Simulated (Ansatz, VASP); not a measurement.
Ba2C in VASP and in Ansatz

```
CELL_PARAMETERS angstrom
3.60012 0.00000 0.00000
0.00000 3.60012 0.00000
0.00000 0.00000 30.08290
ATOMIC_POSITIONS crystal
Ba 0.00000 0.00000 0.24820
Ba 0.00000 0.00000 0.35015
C 0.50000 0.50000 0.29917
```

Alike in both runs: functional PBE; k mesh 10 × 10 × 1; occupations gaussian, width 0.01 eV; no spin polarisation.

Ansatz relaxed the structure, and its values are those at the end. VASP's run is a single point on that final structure, the one shown.

|  | VASP | Ansatz |
| --- | --- | --- |
| version | VASP 6.6.1 | Ansatz 0.2.0 |
| potentials or method | VASP PAW PBE potentials, release 64 (Ba_sv, C), cutoff 520 eV | scalar-relativistic, plane waves, PAW |
| valence electrons in the cell | 24 | 24 |

Ansatz gave:

```
gap on the k mesh at the Fermi level (eV) : 0.02
least direct gap on the mesh (eV)         : 0.08
rms of the force components (eV/Å)        : 0.000
```

Task: Estimate VASP's values.

Result: gap on the k mesh at the Fermi level (eV): 0.01; least direct gap on the mesh (eV): 0.09; rms of the force components (eV/Å): 0.147.

One of these differences is far larger than is usual between the two programs; its cause wasn't traced. With one functional, cell and mesh, what is left measures potentials, basis and numerics. Ansatz's warnings: slab electrons at coulomb cutoff.

Neither program's run includes spin-orbit coupling.
